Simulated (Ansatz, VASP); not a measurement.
**One calculation of Ba, two programs**

Contents of INCAR:

```
ALGO = Fast
EDIFF = 1E-7
ENCUT = 520
GGA = PE
ISIF = 2
ISMEAR = 0
LASPH = True
LCHARG = False
LREAL = False
LWAVE = False
NBANDS = 11
NELM = 80
PREC = Accurate
SIGMA = 0.15
```

KPOINTS

```
k-points
0
Gamma
  16 16 16
```

POSCAR

```
Ba
1.0
   -2.6391679799      2.6391679799      2.2432927830
    2.6391679799     -2.6391679799      2.2432927830
    2.6391679799      2.6391679799     -2.2432927830
Ba
1
Direct
    0.0000000000      0.0000000000      0.0000000000
```

Input for Ansatz:

```yaml
crystal:
  lattice:
    - [-2.6391679799, 2.6391679799, 2.243292783]
    - [2.6391679799, -2.6391679799, 2.243292783]
    - [2.6391679799, 2.6391679799, -2.243292783]
  atoms:
    - { symbol: Ba, position: [0.0, 0.0, 0.0] }
basis:
  ecutwfc: 420
kpoints:
  mp_grid: { grid: [16, 16, 16] }
hamiltonian:
  xc: pbe
scf:
  occupations: { method: gaussian, width: 0.15 }
output:
  forces: true
  stress: true
  eigenvalues: true
```

Alike in both runs: task single point; functional PBE; k mesh 16 × 16 × 16; occupations gaussian, width 0.15 eV; no spin polarisation.

|  | VASP | Ansatz |
| --- | --- | --- |
| version | VASP 6.6.1 | Ansatz 0.2.0 |
| potentials or method | VASP PAW PBE potentials, release 64 (Ba_sv), cutoff 520 eV | scalar-relativistic, plane waves, PAW |
| valence electrons in the cell | 10 | 10 |

VASP gave:

- gap on the k mesh at the Fermi level (eV): none
- pressure (GPa): 0.2
- traceless stress, the component that is largest in VASP (GPa): 0.81

What did Ansatz give for the same quantities?

gap on the k mesh at the Fermi level (eV): none; pressure (GPa): 0.2; traceless stress, the component that is largest in VASP (GPa): 0.80.

A gap of «none» marks a metal or a gap that the smearing closes.

Neither program's run includes spin-orbit coupling.
